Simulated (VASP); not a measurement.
Runs of VASP 6.6.1 on MgS. The structure is that of space group F-43m (No. 216), or close to it. The cells are those of the table. 

```tsv
cell	gap on the mesh (eV)	pressure (GPa)
a = 4.008, b = 4.008, c = 3.886 Å, angles 61.0, 61.0, 58.0°, 2 atoms	3.26	-0.9
a = 4.097, b = 4.097, c = 4.127 Å, angles 59.8, 59.8, 60.5°, 2 atoms	(a)	-5.8
a = 4.037, b = 4.037, c = 4.067 Å, angles 59.8, 59.8, 60.5°, 2 atoms	3.01	-4.0
a = 4.127 Å, angles 60.0°, 2 atoms	2.76	(b)
a = 3.947, b = 3.947, c = 4.007 Å, angles 59.5, 59.5, 61.0°, 2 atoms	3.28	-0.9
```

Alike in all rows: task single point; level LDA; potentials or basis VASP PAW LDA potentials, release 64 (Mg, S); no spin polarisation; k mesh 8 × 8 × 8; cutoff (eV) 520; smearing gaussian 0.05 eV.

Q: Fill in the values left out.

A: (a) 2.80; (b) -6.3.

A k mesh can miss the band edges.
